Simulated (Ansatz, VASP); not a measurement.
Sn: VASP beside Ansatz

Contents of INCAR:

```
SYSTEM = Sn
ALGO = Fast
EDIFF = 1E-6
ENCUT = 520
GGA = PS
ISIF = 2
ISMEAR = 0
LASPH = .True.
LCHARG = .False.
LREAL = .False.
LWAVE = .False.
NBANDS = 21
NELM = 80
PREC = Accurate
SIGMA = 0.15
```

File KPOINTS:

```
k-points
0
Gamma
  12 12 12
  0 0 0
```

File POSCAR:

```
Sn
1.0
    0.0000000000      3.1238900000      3.2456000000
    3.3673100000      0.0000000000      3.2456000000
    3.3673100000      3.1238900000      0.0000000000
Sn
2
Direct
    0.5000000000      0.5000000000      0.5000000000
    0.7500000000      0.7500000000      0.7500000000
```

Input for Ansatz:

```yaml
crystal:
  lattice:
    - [0.0, 3.12389, 3.2456]
    - [3.36731, 0.0, 3.2456]
    - [3.36731, 3.12389, 0.0]
  atoms:
    - { symbol: Sn, position: [0.5, 0.5, 0.5] }
    - { symbol: Sn, position: [0.75, 0.75, 0.75] }
basis:
  ecutwfc: 420
kpoints:
  mp_grid: { grid: [12, 12, 12] }
hamiltonian:
  xc: pbesol
scf:
  occupations: { method: gaussian, width: 0.15 }
output:
  forces: true
  stress: true
  eigenvalues: true
```

Change from the starting cell: strain +0.0375 x Voigt [1, -1, 0, 0, 0, 0], atoms carried along.

Alike in both runs: task single point; functional PBEsol; k mesh 12 × 12 × 12; occupations gaussian, width 0.15 eV; no spin polarisation.

|  | VASP | Ansatz |
| --- | --- | --- |
| version | VASP 6.6.1 | Ansatz 0.2.0 |
| potentials or method | VASP PAW PBE potentials, release 64 (Sn_d), cutoff 520 eV | scalar-relativistic, plane waves, PAW |
| valence electrons in the cell | 28 | 28 |

Ansatz gave:

```
gap on the k mesh at the Fermi level (eV)                     : none
pressure (GPa)                                                : 1.0
traceless stress, the component that is largest in VASP (GPa) : -1.18
```

**Question.** Estimate VASP's values.

**Answer.** gap on the k mesh at the Fermi level (eV): none; pressure (GPa): 0.9; traceless stress, the component that is largest in VASP (GPa): -1.19.

VASP's potentials were made for PBE, not for PBEsol. A gap of «none» marks a metal or a gap that the smearing closes. The functional is the same, so the differences come from potentials, cutoffs and numerics.
